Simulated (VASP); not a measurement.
**Bi: single point with PBEsol**

The system is Bi.

```
CELL_PARAMETERS angstrom
-4.22989 4.22989 2.08751
4.22989 -4.22989 2.08751
4.22989 4.22989 -2.08751
ATOMIC_POSITIONS crystal
Bi 0.83448 0.33448 0.16896
Bi 0.16552 0.66552 0.83104
Bi 0.33448 0.16552 0.50000
Bi 0.66552 0.83448 0.50000
```

This cell differs from its parent crystal: strained.

```json
{
 "Program": "VASP 6.6.1",
 "Task": "single point",
 "Functional": "PBEsol",
 "Potentials or basis": "VASP PAW PBE potentials, release 64 (Bi_d)",
 "Cutoff": "520 eV",
 "k mesh": "12 × 12 × 12",
 "Occupations": "gaussian, width 0.1 eV",
 "Spin": "no spin polarisation"
}
```

| Property | Result |
| --- | --- |
| Pressure | 2.1 GPa |
| Largest force | 1.272 eV/Å |
| Band gap on the k mesh | zero (band 30 reaches 6.34 eV, above the bottom of band 31 at 5.10 eV) |

Forces on the atoms (eV/Å):
```
Bi   0.900  0.900  0.000
Bi  -0.900 -0.900  0.000
Bi  -0.900  0.900  0.000
Bi   0.900 -0.900  0.000
```

Stress tensor (GPa, compression positive):
```
1.31 0.00 0.00
0.00 1.31 0.00
0.00 0.00 3.77
```

Levels at points of the mesh, in eV from the Fermi level:
| k point | band 26 | band 27 | band 28 | band 29 | band 30 | band 31 | band 32 | band 33 | band 34 | band 35 |
| --- | --- | --- | --- | --- | --- | --- | --- | --- | --- | --- |
| (0.00, 0.00, 0.00) | -1.82 | -1.82 | -1.11 | -1.11 | -0.72 | 0.20 | 0.79 | 2.32 | 2.32 | 2.76 |
| (0.50, 0.00, 0.00) | -4.33 | -2.23 | -2.23 | -0.93 | -0.93 | 0.07 | 0.07 | 2.49 | 2.49 | 4.79 |
| (0.50, 0.50, 0.00) | -2.46 | -2.37 | -1.63 | -1.13 | -0.07 | 0.09 | 2.67 | 3.04 | 3.06 | 3.36 |
| (0.50, 0.50, 0.50) | -2.35 | -0.99 | -0.99 | -0.05 | 0.04 | 0.96 | 1.76 | 1.76 | 2.99 | 2.99 |

It took 13 min on 1 thread of Intel(R) Xeon(R) Platinum 8259CL CPU @ 2.50GHz (Skylake/Cascade Lake) (shared host), peak memory 0.76 GiB.

Caveat: the cell differs from its parent crystal (strained); the PAW data sets were made with another functional, which shifts forces and pressure a little; spin-orbit coupling is left out, which moves the levels of the heavy elements.
